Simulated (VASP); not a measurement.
# Ta4Cu (P6/mmm) in VASP: single point with PBE

Aim: the single point of Ta4Cu with PBE.

Everything below comes from runs of VASP 6.6.1. Logs are shortened: lines on timing, memory, paths and dates and some standing lists are left out, and cuts for length are marked.

## Step 1: The cell of the first run

The structure is hexagonal, space group P6/mmm (No. 191). Conventional cell: a = 3.874 Å, b = 3.874 Å, c = 6.169 Å, α = 90.00°, β = 90.00°, γ = 120.00°. Ta (site symmetry -6m2) has 3 Cu at 2.24 Å and 9 Ta at 2.24 to 2.96 Å within 3.0 Å. Within 2.6 Å of Ta (site symmetry 6mm) lie 1 Cu at 1.94 Å and 1 Ta at 2.29 Å. Cu (site symmetry 6/mmm) has 8 Ta at 1.94 to 2.24 Å within 2.6 Å.

## Step 2: Single point, PBE

Input file INCAR:

```
SYSTEM = Ta4Cu
  ALGO = Normal
  EDIFF = 1E-7
  ENCUT = 520
  GGA = PE
  ISIF = 2
  ISMEAR = 0
  LASPH = .True.
  LCHARG = .False.
  LREAL = .False.
  LWAVE = .False.
  NBANDS = 36
  NELM = 100
  PREC = Accurate
  SIGMA = 0.1
```

Input file KPOINTS:

```
k-points
0
Gamma
  6 6 4
  0 0 0
```

Input file POSCAR:

```
Ta4Cu
1.0
    3.8736585700      0.0000000000      0.0000000000
   -1.9368292800      3.3546867300      0.0000000000
    0.0000000000      0.0000000000      6.1686016400
Ta Cu
4 1
Direct
    0.3333333300      0.6666666700      0.0000000000
    0.6666666700      0.3333333300      0.0000000000
    0.0000000000      0.0000000000      0.6854921500
    0.0000000000      0.0000000000      0.3145078500
    0.0000000000      0.0000000000      0.0000000000
```

Potentials or basis: VASP PAW PBE potentials, release 64 (Ta_pv, Cu).

Launch:

```console
$ cat potpaw_PBE.64/Ta_pv/POTCAR potpaw_PBE.64/Cu/POTCAR > POTCAR
$ mpirun -np 1 vasp_std > vasp.out
```

OUTCAR:

```text
SYSTEM = Ta4Cu
   EDIFF = 1E-7
   ENCUT = 520
   GGA = PE
   ISIF = 2
   ISMEAR = 0
   LASPH = .True.
   LREAL = .False.
   NELM = 100
   PREC = Accurate

 ion  position               nearest neighbor table
   1  0.333  0.667  0.000-   5 2.24   2 2.24   2 2.24   5 2.24   5 2.24   2 2.24   4 2.96   3 2.96
                             3 2.96   4 2.96   3 2.96   4 2.96
   2  0.667  0.333  0.000-   5 2.24   1 2.24   1 2.24   5 2.24   5 2.24   1 2.24   4 2.96   3 2.96
                             4 2.96   3 2.96   4 2.96   3 2.96
   3  0.000  0.000  0.685-   5 1.94   4 2.29   1 2.96   2 2.96   1 2.96   2 2.96   2 2.96   1 2.96

   4  0.000  0.000  0.315-   5 1.94   3 2.29   1 2.96   2 2.96   1 2.96   2 2.96   2 2.96   1 2.96

   5  0.000  0.000  0.000-   3 1.94   4 1.94   1 2.24   2 2.24   1 2.24   2 2.24   2 2.24   1 2.24

  LATTYP: Found a hexagonal cell.
 ALAT       =     3.8736585700
 C/A-ratio  =     1.5924484640

  Lattice vectors:

 A1 = (   3.8736585700,   0.0000000000,   0.0000000000)
 A2 = (  -1.9368292800,   3.3546867300,   0.0000000000)
 A3 = (   0.0000000000,   0.0000000000,   6.1686016400)

Analysis of symmetry for initial positions (statically):
=====================================================================
 Subroutine PRICEL returns:
 Original cell was already a primitive cell.

 Routine SETGRP: Setting up the symmetry group for a
 hexagonal supercell.

 Subroutine GETGRP returns: Found 24 space group operations
 (whereof 24 operations were pure point group operations)
 out of a pool of 24 trial point group operations.

The static configuration has the point symmetry D_6h.

Analysis of symmetry for dynamics (positions and initial velocities):
=====================================================================
 Subroutine PRICEL returns:
 Original cell was already a primitive cell.

 Routine SETGRP: Setting up the symmetry group for a
 hexagonal supercell.

 Subroutine GETGRP returns: Found 24 space group operations
 (whereof 24 operations were pure point group operations)
 out of a pool of 24 trial point group operations.

The dynamic configuration has the point symmetry D_6h.

 Subroutine INISYM returns: Found 24 space group operations
 (whereof 24 operations are pure point group operations),
 and found     1 'primitive' translations

----------------------------------------------------------------------------------------

                                     Primitive cell

  volume of cell :      80.1604

  direct lattice vectors                    reciprocal lattice vectors
     3.873658570  0.000000000  0.000000000     0.258153883  0.149045213  0.000000000
    -1.936829280  3.354686730  0.000000000     0.000000000  0.298090427  0.000000000
     0.000000000  0.000000000  6.168601640     0.000000000  0.000000000  0.162111295

  length of vectors
     3.873658570  3.873658570  6.168601640     0.298090427  0.298090427  0.162111295

  position of ions in fractional coordinates (direct lattice)
     0.333333330  0.666666670  0.000000000
     0.666666670  0.333333330  0.000000000
     0.000000000  0.000000000  0.685492150
     0.000000000  0.000000000  0.314507850
     0.000000000  0.000000000  0.000000000

  ion indices of the primitive-cell ions
   primitive index   ion index
                 1           1
                 2           2
                 3           3
                 4           4
                 5           5

----------------------------------------------------------------------------------------

 KPOINTS: k-points

Automatic generation of k-mesh.
 Grid dimensions read from file:
 generate k-points for:    6    6    4

 Generating k-lattice:

  Cartesian coordinates                     Fractional coordinates (reciprocal lattice)
     0.043025647  0.024840869  0.000000000     0.166666667  0.000000000  0.000000000
     0.000000000  0.049681738  0.000000000     0.000000000  0.166666667  0.000000000
     0.000000000  0.000000000  0.040527824     0.000000000  0.000000000  0.250000000

  Length of vectors
     0.049681738  0.049681738  0.040527824

  Shift w.r.t. Gamma in fractional coordinates (k-lattice)
     0.000000000  0.000000000  0.000000000

 Subroutine IBZKPT returns following result:
 ===========================================

 Found     21 irreducible k-points:

 Following reciprocal coordinates:
            Coordinates               Weight
  0.000000  0.000000  0.000000      1.000000
  0.166667  0.000000  0.000000      6.000000
  0.333333  0.000000  0.000000      6.000000
  0.500000  0.000000  0.000000      3.000000
  0.166667  0.166667  0.000000      6.000000
  0.333333  0.166667  0.000000     12.000000
[... 13 lines left out ...]
  0.333333  0.166667  0.500000     12.000000
  0.333333  0.333333  0.500000      2.000000
   k-points           NKPTS =     21   k-points in BZ     NKDIM =     21   number of bands    NBANDS=     36
   number of dos      NEDOS =    301   number of ions     NIONS =      5
   total plane-waves  NPLWV =  43200
   dimension x,y,z NGX =    30 NGY =   30 NGZ =   48
   dimension x,y,z NGXF=    60 NGYF=   60 NGZF=   96
   ions per type =               4   1
   NGX,Y,Z   is equivalent  to a cutoff of  12.88, 12.88, 12.94 a.u.
   NGXF,Y,Z  is equivalent  to a cutoff of  25.75, 25.75, 25.87 a.u.
 SYSTEM =  Ta4Cu
   PREC   = accura    normal or accurate (medium, high low for compatibility)
   ISTART =      0    job   : 0-new  1-cont  2-samecut
   ICHARG =      2    charge: 1-file 2-atom 10-const
   ISPIN  =      1    spin polarized calculation?
   LNONCOLLINEAR =      F non collinear calculations
   LSORBIT =      F    spin-orbit coupling
   LASPH  =      T    aspherical Exc in radial PAW
   ENCUT  =  520.0 eV  38.22 Ry    6.18 a.u.   7.20  7.20 11.47*2*pi/ulx,y,z
   NELM   =    100;   NELMIN=  2; NELMDL= -5     # of ELM steps
   EDIFF  = 0.1E-06   stopping-criterion for ELM
   LREAL  =      F    real-space projection
   EDIFFG = 0.1E-05   stopping-criterion for IOM
   NSW    =      0    number of steps for IOM
   IBRION =     -1    ionic relax: 0-MD 1-quasi-New 2-CG
   NFREE  =      0    steps in history (QN), initial steepest desc. (CG)
   ISIF   =      2    stress and relaxation
   ISYM   =      2    0-nonsym 1-usesym 2-fastsym
   POTIM  = 0.5000    time-step for ionic-motion
   TEBEG  =    0.0;   TEEND  =   0.0 temperature during run
   PSTRESS=    0.0 pullay stress
   NELECT =      55.0000    total number of electrons
   NUPDOWN=      -1.0000    fix difference up-down
   EMIN   =  10.00;   EMAX   =-10.00  energy-range for DOS
   EFERMI =   0.00;   METHOD = LEGACY
   ISMEAR =     0;   SIGMA  =   0.10  broadening in eV -4-tet -1-fermi 0-gaus
   EFERMI_NEDOS =   21; number of points for ismear=-14 and -15
   IALGO  =     38    algorithm
   IMIX   =      4    mixing-type and parameters
     AMIX     =   0.40;   BMIX     =  1.00
     AMIX_MAG =   1.60;   BMIX_MAG =  1.00
  volume/ion in A,a.u.               =      16.03       108.19
  Fermi-wavevector in a.u.,A,eV,Ry     =   1.443918  2.728608 28.366756  2.084898
  Thomas-Fermi vector in A             =   2.562271
   LORBIT       =      0    0 simple, 1 ext, 2 COOP (PROOUT), +10 PAW based schemes
   GGA     = PE    functional components
   LHFCALC =     F    Hartree Fock is set to
   AEXX    =    0.0000 exact exchange contribution
   IVDW    =     0    specifies the selected vdW correction
   LEPSILON=     F    determine dielectric tensor
   LRPA    =     F    only Hartree local field effects (RPA)
 non-spin polarized calculation
 Gauss-broadening in eV      SIGMA  =   0.10
  energy-cutoff  :      520.00
  volume of cell :       80.16
 maximum number of plane-waves:      2177
 NGX is ok and might be reduce to    30
   NGX = 15   NGY = 15   NGZ = 23

 number of electron      54.9999992 magnetization

 Free energy of the ion-electron system (eV)
  ---------------------------------------------------
  ext. energy  EPLUGINS =         0.00000000
  ---------------------------------------------------
  free energy    TOTEN  =       -29.39921236 eV

  energy without entropy =      -29.38412812  energy(sigma->0) =      -29.39167024

 E-fermi :   6.3740     XC(G=0): -12.3937

 val. band max:        6.3612301298   @ k =   0.1667   0.0000   0.5000
 cond. band min:       6.4212812210   @ k =   0.3333   0.3333   0.5000
 fundamental gap:      0.0600510913
 Fermi energy:         6.3740259539

 k-point     1 :       0.0000    0.0000    0.0000
  band No.  band energies     occupation
      1     -29.9698      2.00000
      2     -29.9698      2.00000
      3     -29.5880      2.00000
      4     -28.0840      2.00000
      5     -28.0840      2.00000
      6     -27.9234      2.00000
[... 28 lines left out ...]
     35       9.0617      0.00000
     36       9.8333      0.00000

 k-point     2 :       0.1667    0.0000    0.0000
  band No.  band energies     occupation
      1     -30.0581      2.00000
      2     -29.8264      2.00000
      3     -29.5773      2.00000
      4     -28.0732      2.00000
      5     -28.0683      2.00000
      6     -27.9590      2.00000
[... 28 lines left out ...]
     35       9.7981      0.00000
     36      10.3185      0.00000

 k-point     3 :       0.3333    0.0000    0.0000
  band No.  band energies     occupation
      1     -30.2167      2.00000
      2     -29.7485      2.00000
      3     -29.3000      2.00000
      4     -28.0792      2.00000
      5     -28.0468      2.00000
      6     -27.9840      2.00000
[... 28 lines left out ...]
     35      10.5376      0.00000
     36      10.8706      0.00000
[... 625 lines left out ...]
 k-point    20 :       0.3333    0.1667    0.5000
  band No.  band energies     occupation
      1     -30.4133      2.00000
      2     -29.4193      2.00000
      3     -29.0299      2.00000
      4     -28.2163      2.00000
      5     -28.1028      2.00000
      6     -27.8354      2.00000
[... 28 lines left out ...]
     35       9.8106      0.00000
     36      11.0570      0.00000

 k-point    21 :       0.3333    0.3333    0.5000
  band No.  band energies     occupation
      1     -30.5453      2.00000
      2     -29.4132      2.00000
      3     -28.2874      2.00000
      4     -28.2874      2.00000
      5     -28.1653      2.00000
      6     -28.1653      2.00000
[... 28 lines left out ...]
     35       9.8270      0.00000
     36      10.7346      0.00000

------------------------ aborting loop because EDIFF is reached ----------------------------------------

  FORCE on cell =-STRESS in cart. coord.  units (eV):
  Direction    XX          YY          ZZ          XY          YZ          ZX
  --------------------------------------------------------------------------------------
  -------------------------------------------------------------------------------------
  Total       52.4634198     52.4634199     70.4963650      0.0000001      0.0000000      0.0000000
  in kB     1048.5934597   1048.5934614   1409.0203714      0.0000016      0.0000000      0.0000000
  external PRESSURE =    1168.7357642 kB  Pullay stress =       0.0000000 kB

 VOLUME and BASIS-vectors are now :
 -----------------------------------------------------------------------------
  energy-cutoff  :      520.00
  volume of cell :       80.16
      direct lattice vectors                 reciprocal lattice vectors
     3.873658570  0.000000000  0.000000000     0.258153883  0.149045213  0.000000000
    -1.936829280  3.354686730  0.000000000     0.000000000  0.298090427  0.000000000
     0.000000000  0.000000000  6.168601640     0.000000000  0.000000000  0.162111295

 POSITION                                       TOTAL-FORCE (eV/Angst)
 -----------------------------------------------------------------------------------
     -0.00000      2.23646      0.00000         0.000000      0.000000      0.000000
      1.93683      1.11823      0.00000         0.000000      0.000000      0.000000
      0.00000      0.00000      4.22853        -0.000000      0.000000    -12.985674
      0.00000      0.00000      1.94007        -0.000000     -0.000000     12.985674
      0.00000      0.00000      0.00000        -0.000000      0.000000      0.000000
 -----------------------------------------------------------------------------------
    total drift:                               -0.000000      0.000000     -0.000000

  FREE ENERGIE OF THE ION-ELECTRON SYSTEM (eV)
  ---------------------------------------------------
  free  energy   TOTEN  =       -29.3992123583 eV

  energy  without entropy=      -29.3841281181  energy(sigma->0) =      -29.39167024
```

It took 54 s on 1 thread of Intel Xeon Platinum 8488C (Sapphire Rapids), shared host; peak memory 0.22 GiB.

What came out:

| Property | Result |
| --- | --- |
| Free energy | -29.3992 eV |
| Pressure | 116.9 GPa |
| Largest force | 12.986 eV/Å |

Forces on the atoms (eV/Å):
```
Ta    0.000   0.000   0.000
Ta    0.000   0.000   0.000
Ta    0.000   0.000 -12.986
Ta    0.000   0.000  12.986
Cu    0.000   0.000   0.000
```

Stress tensor (GPa, compression positive):
```
104.86   0.00   0.00
  0.00 104.86   0.00
  0.00   0.00 140.90
```

Levels at points of the mesh, in eV from the Fermi level:
```csv
k point,band 25,band 26,band 27,band 28,band 29,band 30
"(0.00, 0.00, 0.00)",-0.29,-0.29,0.95,1.11,1.11,1.92
"(0.50, 0.00, 0.00)",-0.78,-0.74,0.05,0.42,0.45,1.77
"(0.00, 0.00, 0.50)",-1.97,-0.17,-0.17,0.70,0.70,2.11
"(0.50, 0.00, 0.50)",-1.49,-1.05,-0.33,-0.05,0.44,1.29
```

Caveat: spin-orbit coupling is left out, which moves the levels of the heavy elements; forces of over 1 eV/Å act on the atoms, so gaps and moduli don't describe the material at rest.
